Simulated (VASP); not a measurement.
# Ti (I4/mmm) in VASP: further runs

Ti is run at these levels: PBEsol; tasks: single point.

Program: VASP 6.6.1. These are calculated values, not measurements. Logs are shortened: lines on timing, memory, paths and dates and some standing lists are left out, and cuts for length are marked.

## (1) The cell of the first run

The structure is tetragonal, space group I4/mmm (No. 139). The conventional cell has a = 2.828 Å, b = 2.828 Å, c = 4.060 Å, α = 90.00°, β = 90.00°, γ = 90.00°. Within 3.7 Å of Ti (site symmetry 4/mmm) lie 12 Ti at 2.83 to 2.85 Å.

## (2) Single point, PBEsol (strain -0.015 along x and y, +0.000 along z)

The input, INCAR:

```
SYSTEM = Ti
  ALGO = Normal
  EDIFF = 1E-7
  ENCUT = 520
  GGA = PS
  ISIF = 2
  ISMEAR = 0
  LASPH = .TRUE.
  LCHARG = .FALSE.
  LREAL = .FALSE.
  LWAVE = .FALSE.
  NBANDS = 12
  NELM = 80
  PREC = Accurate
  SIGMA = 0.15
```

The input, KPOINTS:

```
k-points
0
G
  10 10 10
  0 0 0
```

The input, POSCAR:

```
Ti
1.0
    0.0000000000      1.9995500000      2.0300000000
    1.9995500000      0.0000000000      2.0300000000
    1.9995500000      1.9995500000      0.0000000000
Ti
1
Direct
    0.0000000000      0.0000000000      0.0000000000
```

Potentials or basis: VASP PAW PBE potentials, release 64 (Ti_sv).

On the command line:

```
cat potpaw_PBE.64/Ti_sv/POTCAR > POTCAR
mpirun -np 1 vasp_std > vasp.out
```

OUTCAR:

```text
SYSTEM = Ti
   EDIFF = 1E-7
   ENCUT = 520
   GGA = PS
   ISIF = 2
   ISMEAR = 0
   LASPH = .TRUE.
   LREAL = .FALSE.
   NELM = 80
   PREC = Accurate

 ion  position               nearest neighbor table
   1  0.000  0.000  0.000-

  LATTYP: Found a body centered tetragonal cell.
 ALAT       =     2.8277907286
 C/A-ratio  =     1.4357498095

  Lattice vectors:

 A1 = (  -1.9995500000,   0.0000000000,   2.0300000000)
 A2 = (   1.9995500000,   0.0000000000,   2.0300000000)
 A3 = (   0.0000000000,   1.9995500000,  -2.0300000000)

Analysis of symmetry for initial positions (statically):
=====================================================================
 Subroutine PRICEL returns:
 Original cell was already a primitive cell.

 Routine SETGRP: Setting up the symmetry group for a
 body centered tetragonal supercell.

 Subroutine GETGRP returns: Found 16 space group operations
 (whereof 16 operations were pure point group operations)
 out of a pool of 16 trial point group operations.

The static configuration has the point symmetry D_4h.

Analysis of symmetry for dynamics (positions and initial velocities):
=====================================================================
 Subroutine PRICEL returns:
 Original cell was already a primitive cell.

 Routine SETGRP: Setting up the symmetry group for a
 body centered tetragonal supercell.

 Subroutine GETGRP returns: Found 16 space group operations
 (whereof 16 operations were pure point group operations)
 out of a pool of 16 trial point group operations.

The dynamic configuration has the point symmetry D_4h.

 Subroutine INISYM returns: Found 16 space group operations
 (whereof 16 operations are pure point group operations),
 and found     1 'primitive' translations

----------------------------------------------------------------------------------------

                                     Primitive cell

  volume of cell :      16.2327

  direct lattice vectors                    reciprocal lattice vectors
     0.000000000  1.999550000  2.030000000    -0.250056263  0.250056263  0.246305419
     1.999550000  0.000000000  2.030000000     0.250056263 -0.250056263  0.246305419
     1.999550000  1.999550000  0.000000000     0.250056263  0.250056263 -0.246305419

  length of vectors
     2.849403482  2.849403482  2.827790729     0.430955483  0.430955483  0.430955483

  position of ions in fractional coordinates (direct lattice)
     0.000000000  0.000000000  0.000000000

  ion indices of the primitive-cell ions
   primitive index   ion index
                 1           1

----------------------------------------------------------------------------------------

 KPOINTS: k-points

Automatic generation of k-mesh.
 Grid dimensions read from file:
 generate k-points for:   10   10   10

 Generating k-lattice:

  Cartesian coordinates                     Fractional coordinates (reciprocal lattice)
    -0.025005626  0.025005626  0.024630542     0.100000000  0.000000000  0.000000000
     0.025005626 -0.025005626  0.024630542     0.000000000  0.100000000  0.000000000
     0.025005626  0.025005626 -0.024630542     0.000000000  0.000000000  0.100000000

  Length of vectors
     0.043095548  0.043095548  0.043095548

  Shift w.r.t. Gamma in fractional coordinates (k-lattice)
     0.000000000  0.000000000  0.000000000

 Subroutine IBZKPT returns following result:
 ===========================================

 Found    102 irreducible k-points:

 Following reciprocal coordinates:
            Coordinates               Weight
  0.000000  0.000000  0.000000      1.000000
  0.100000 -0.000000  0.000000      8.000000
  0.200000 -0.000000  0.000000      8.000000
  0.300000 -0.000000  0.000000      8.000000
  0.400000 -0.000000  0.000000      8.000000
  0.500000 -0.000000  0.000000      4.000000
[... 16 lines left out ...]
  0.300000  0.300000  0.000000      2.000000
  0.400000  0.300000  0.000000      8.000000
 [... further k-points ...]
   k-points           NKPTS =    102   k-points in BZ     NKDIM =    102   number of bands    NBANDS=     12
   number of dos      NEDOS =    301   number of ions     NIONS =      1
   total plane-waves  NPLWV =  13824
   dimension x,y,z NGX =    24 NGY =   24 NGZ =   24
   dimension x,y,z NGXF=    48 NGYF=   48 NGZF=   48
   ions per type =               1
   NGX,Y,Z   is equivalent  to a cutoff of  14.00, 14.00, 14.11 a.u.
   NGXF,Y,Z  is equivalent  to a cutoff of  28.01, 28.01, 28.22 a.u.
 SYSTEM =  Ti
   PREC   = accura    normal or accurate (medium, high low for compatibility)
   ISTART =      0    job   : 0-new  1-cont  2-samecut
   ICHARG =      2    charge: 1-file 2-atom 10-const
   ISPIN  =      1    spin polarized calculation?
   LNONCOLLINEAR =      F non collinear calculations
   LSORBIT =      F    spin-orbit coupling
   LASPH  =      T    aspherical Exc in radial PAW
   ENCUT  =  520.0 eV  38.22 Ry    6.18 a.u.   5.30  5.30  5.26*2*pi/ulx,y,z
   NELM   =     80;   NELMIN=  2; NELMDL= -5     # of ELM steps
   EDIFF  = 0.1E-06   stopping-criterion for ELM
   LREAL  =      F    real-space projection
   EDIFFG = 0.1E-05   stopping-criterion for IOM
   NSW    =      0    number of steps for IOM
   IBRION =     -1    ionic relax: 0-MD 1-quasi-New 2-CG
   NFREE  =      0    steps in history (QN), initial steepest desc. (CG)
   ISIF   =      2    stress and relaxation
   ISYM   =      2    0-nonsym 1-usesym 2-fastsym
   POTIM  = 0.5000    time-step for ionic-motion
   TEBEG  =    0.0;   TEEND  =   0.0 temperature during run
   PSTRESS=    0.0 pullay stress
   NELECT =      12.0000    total number of electrons
   NUPDOWN=      -1.0000    fix difference up-down
   EMIN   =  10.00;   EMAX   =-10.00  energy-range for DOS
   EFERMI =   0.00;   METHOD = LEGACY
   ISMEAR =     0;   SIGMA  =   0.15  broadening in eV -4-tet -1-fermi 0-gaus
   EFERMI_NEDOS =   21; number of points for ismear=-14 and -15
   IALGO  =     38    algorithm
   IMIX   =      4    mixing-type and parameters
     AMIX     =   0.40;   BMIX     =  1.00
     AMIX_MAG =   1.60;   BMIX_MAG =  1.00
  volume/ion in A,a.u.               =      16.23       109.54
  Fermi-wavevector in a.u.,A,eV,Ry     =   1.480261  2.797288 29.812726  2.191174
  Thomas-Fermi vector in A             =   2.594317
   LORBIT       =      0    0 simple, 1 ext, 2 COOP (PROOUT), +10 PAW based schemes
   GGA     = PS    functional components
   LHFCALC =     F    Hartree Fock is set to
   AEXX    =    0.0000 exact exchange contribution
   IVDW    =     0    specifies the selected vdW correction
   LEPSILON=     F    determine dielectric tensor
   LRPA    =     F    only Hartree local field effects (RPA)
 non-spin polarized calculation
 Gauss-broadening in eV      SIGMA  =   0.15
  energy-cutoff  :      520.00
  volume of cell :       16.23
 maximum number of plane-waves:       448
 NGX is ok and might be reduce to    24
   NGX = 11   NGY = 11   NGZ = 11

 number of electron      12.0000000 magnetization

 Free energy of the ion-electron system (eV)
  ---------------------------------------------------
  ext. energy  EPLUGINS =         0.00000000
  ---------------------------------------------------
  free energy    TOTEN  =        -8.28812888 eV

  energy without entropy =       -8.27137147  energy(sigma->0) =       -8.27975018

 E-fermi :   8.8332     XC(G=0): -11.9619

 val. band max:        8.8224052542   @ k =   0.3000  -0.0000   0.0000
 cond. band min:       8.9027269180   @ k =  -0.3000   0.4000   0.1000
 fundamental gap:      0.0803216638
 Fermi energy:         8.8332152136

 k-point     1 :       0.0000    0.0000    0.0000
  band No.  band energies     occupation
      1     -47.5309      2.00000
      2     -23.3987      2.00000
      3     -23.3956      2.00000
      4     -23.3956      2.00000
      5       2.5754      2.00000
      6       9.6634      0.00000
      7       9.7939      0.00000
      8       9.7939      0.00000
      9      11.4536      0.00000
     10      11.6068      0.00000
     11      24.4768      0.00000
     12      28.9761      0.00000

 k-point     2 :       0.1000   -0.0000    0.0000
  band No.  band energies     occupation
      1     -47.5155      2.00000
      2     -23.4806      2.00000
      3     -23.4088      2.00000
      4     -23.4051      2.00000
      5       2.9174      2.00000
      6       9.5306      0.00000
      7       9.8350      0.00000
      8       9.9150      0.00000
      9      11.3855      0.00000
     10      11.5248      0.00000
     11      24.7624      0.00000
     12      27.1909      0.00000

 k-point     3 :       0.2000   -0.0000    0.0000
  band No.  band energies     occupation
      1     -47.4748      2.00000
      2     -23.6967      2.00000
      3     -23.4378      2.00000
      4     -23.4298      2.00000
      5       3.8536      2.00000
      6       9.0878      0.01637
      7       9.9888      0.00000
      8      10.1010      0.00000
      9      11.4079      0.00000
     10      11.4907      0.00000
     11      23.8496      0.00000
     12      25.5503      0.00000
[... 286 lines left out ...]
 k-point    23 :       0.3000    0.3000    0.0000
  band No.  band energies     occupation
      1     -47.3934      2.00000
      2     -23.9267      2.00000
      3     -23.5803      2.00000
      4     -23.5803      2.00000
      5       5.5632      2.00000
      6       7.7432      2.00000
      7       9.8913      0.00000
      8      11.5488      0.00000
      9      11.5488      0.00000
     10      12.3107      0.00000
     11      23.9487      0.00000
     12      24.4102      0.00000

 k-point    24 :       0.4000    0.3000    0.0000
  band No.  band energies     occupation
      1     -47.3613      2.00000
      2     -24.0341      2.00000
      3     -23.6418      2.00000
      4     -23.6111      2.00000
      5       6.1097      2.00000
      6       7.5058      2.00000
      7       9.8091      0.00000
      8      11.6993      0.00000
      9      12.5397      0.00000
     10      12.6639      0.00000
     11      21.9040      0.00000
     12      22.8806      0.00000

 [... further k-points ...]
[... 5 lines left out ...]
  --------------------------------------------------------------------------------------
  -------------------------------------------------------------------------------------
  Total        0.3189100      0.3189100      0.2469908      0.0000000      0.0000000      0.0000000
  in kB       31.4766219     31.4766219     24.3781527      0.0000000      0.0000000      0.0000000
  external PRESSURE =      29.1104655 kB  Pullay stress =       0.0000000 kB

 VOLUME and BASIS-vectors are now :
 -----------------------------------------------------------------------------
  energy-cutoff  :      520.00
  volume of cell :       16.23
      direct lattice vectors                 reciprocal lattice vectors
     0.000000000  1.999550000  2.030000000    -0.250056263  0.250056263  0.246305419
     1.999550000  0.000000000  2.030000000     0.250056263 -0.250056263  0.246305419
     1.999550000  1.999550000  0.000000000     0.250056263  0.250056263 -0.246305419

 POSITION                                       TOTAL-FORCE (eV/Angst)
 -----------------------------------------------------------------------------------
      0.00000      0.00000      0.00000         0.000000     -0.000000      0.000000
 -----------------------------------------------------------------------------------
    total drift:                                0.000000      0.000000      0.000000

  FREE ENERGIE OF THE ION-ELECTRON SYSTEM (eV)
  ---------------------------------------------------
  free  energy   TOTEN  =        -8.2881288830 eV

  energy  without entropy=       -8.2713714732  energy(sigma->0) =       -8.27975018
```

Run time: 9.4 s. Hardware: 1 thread of Intel Xeon 6975P-C, shared host; peak memory 0.15 GiB.

What came out:

```
Free energy            : -8.2881 eV
Pressure               : 2.9 GPa
Band gap on the k mesh : zero (band 6 reaches 9.66 eV, above the bottom of band 7 at 8.55 eV)
```

Caveat: the cell differs from its parent crystal (strain -0.015 along x and y, +0.000 along z); the PAW data sets were made with another functional, which shifts forces and pressure a little.

## (3) Single point, PBEsol (strain +0.000 along x and y, -0.015 along z)

The input, INCAR:

```
SYSTEM = Ti
PREC = Accurate ; ENCUT = 520
EDIFF = 1E-6 ; ISMEAR = 0
SIGMA = 0.15 ; LREAL = .FALSE.
LASPH = .TRUE. ; NELM = 80
ALGO = Normal ; ISIF = 2
LWAVE = .FALSE. ; LCHARG = .FALSE.
GGA = PS ; NBANDS = 12
```

The input, KPOINTS:

```
regular mesh
0
G
  10 10 10
  0 0 0
```

The input, POSCAR:

```
Ti
1.0
    0.0000000000      2.0300000000      1.9995500000
    2.0300000000      0.0000000000      1.9995500000
    2.0300000000      2.0300000000      0.0000000000
Ti
1
Direct
    0.0000000000      0.0000000000      0.0000000000
```

Potentials or basis: VASP PAW PBE potentials, release 64 (Ti_sv).

On the command line:

```
cat potpaw_PBE.64/Ti_sv/POTCAR > POTCAR
mpirun -np 1 vasp_std > vasp.out
```

It took 7.7 s on 1 thread of Intel Xeon 6975P-C, shared host; peak memory 0.15 GiB.

Results (log left out):

```
Free energy            : -8.2913 eV
Pressure               : 1.1 GPa
Band gap on the k mesh : zero (band 6 reaches 9.53 eV, above the bottom of band 7 at 8.37 eV)
```

Stress tensor (GPa, compression positive):
```
0.89 0.00 0.00
0.00 0.89 0.00
0.00 0.00 1.58
```

Levels at points of the mesh, in eV from the Fermi level:
```
           k point  band 3  band 4  band 5  band 6  band 7  band 8  band 9  band 10
(0.00, 0.00, 0.00)  -32.28  -32.27   -6.23    0.87    0.87    0.99    2.58     2.72
(0.50, 0.00, 0.00)  -32.39  -32.37   -2.72    0.70    0.78    0.84    3.79     3.85
(0.50, 0.50, 0.00)  -32.57  -32.57   -2.77   -1.88    3.28    3.80    4.14     4.14
(0.50, 0.00, 0.50)  -32.56  -32.54   -2.78   -1.85    2.99    3.81    4.08     4.18
```

Caveat: the cell differs from its parent crystal (strain +0.000 along x and y, -0.015 along z); the PAW data sets were made with another functional, which shifts forces and pressure a little.

## (4) Single point, PBEsol (strain -0.015 along x and y, +0.015 along z)

The input, INCAR:

```
SYSTEM = Ti
ALGO = Fast
EDIFF = 1E-6
ENCUT = 520
GGA = PS
ISIF = 2
ISMEAR = 0
LASPH = .True.
LCHARG = .True.
LELF = .True.
LREAL = .False.
LVHAR = .True.
LWAVE = .False.
NBANDS = 12
NELM = 60
PREC = Accurate
SIGMA = 0.15
```

The input, KPOINTS:

```
k-points
0
Gamma
  10 10 10
  0 0 0
```

The input, POSCAR:

```
Ti
1.0
    0.0000000000      1.9995500000      2.0604500000
    1.9995500000      0.0000000000      2.0604500000
    1.9995500000      1.9995500000      0.0000000000
Ti
1
Direct
    0.0000000000      0.0000000000      0.0000000000
```

On the command line:

```
cat potpaw_PBE.64/Ti_sv/POTCAR > POTCAR
mpirun -np 1 vasp_std > vasp.out
```

Wall time 38 s (1 thread of Intel Xeon 6975P-C, shared host); peak memory 0.15 GiB.

The run converged. Its results:

```
Free energy            : -8.2903 eV
Pressure               : 1.1 GPa
Band gap on the k mesh : zero (band 6 reaches 9.41 eV, above the bottom of band 7 at 8.39 eV)
```

Stress tensor (GPa, compression positive):
```
1.53 0.00 0.00
0.00 1.53 0.00
0.00 0.00 0.32
```

Levels at points of the mesh, in eV from the Fermi level:
```
           k point  band 2  band 3  band 4  band 5  band 6  band 7  band 8  band 9  band 10  band 11
(0.00, 0.00, 0.00)  -32.27  -32.27  -32.27   -6.22    0.74    1.00    1.00    2.50     2.80    15.58
(0.50, 0.00, 0.00)  -33.08  -32.39  -32.36   -2.72    0.64    0.78    0.91    3.77     3.88     8.75
(0.50, 0.50, 0.00)  -33.02  -32.53  -32.53   -2.78   -1.81    2.71    3.82    4.13     4.13    10.92
(0.50, 0.00, 0.50)  -33.02  -32.59  -32.54   -2.77   -1.87    3.28    3.80    4.04     4.24    11.96
```

Caveat: the cell differs from its parent crystal (strain -0.015 along x and y, +0.015 along z); the PAW data sets were made with another functional, which shifts forces and pressure a little.

## (5) Summary

| cell | gap on the mesh (eV) | pressure (GPa) |
| --- | --- | --- |
| a = 2.849, b = 2.849, c = 2.828 Å, angles 60.3, 60.3, 59.5°, 1 atom | none | 2.9 |
| a = 2.849, b = 2.849, c = 2.871 Å, angles 59.8, 59.8, 60.5°, 1 atom | none | 1.1 |
| a = 2.871, b = 2.871, c = 2.828 Å, angles 60.5, 60.5, 59.0°, 1 atom | none | 1.1 |

Alike in all rows: task single point; level PBEsol; potentials or basis VASP PAW PBE potentials, release 64 (Ti_sv); no spin polarisation; k mesh 10 × 10 × 10; cutoff (eV) 520; smearing gaussian 0.15 eV.

Caveats: the PAW data sets were made with another functional, which shifts forces and pressure a little.

Absolute energies hang on the potentials; compare differences alone.
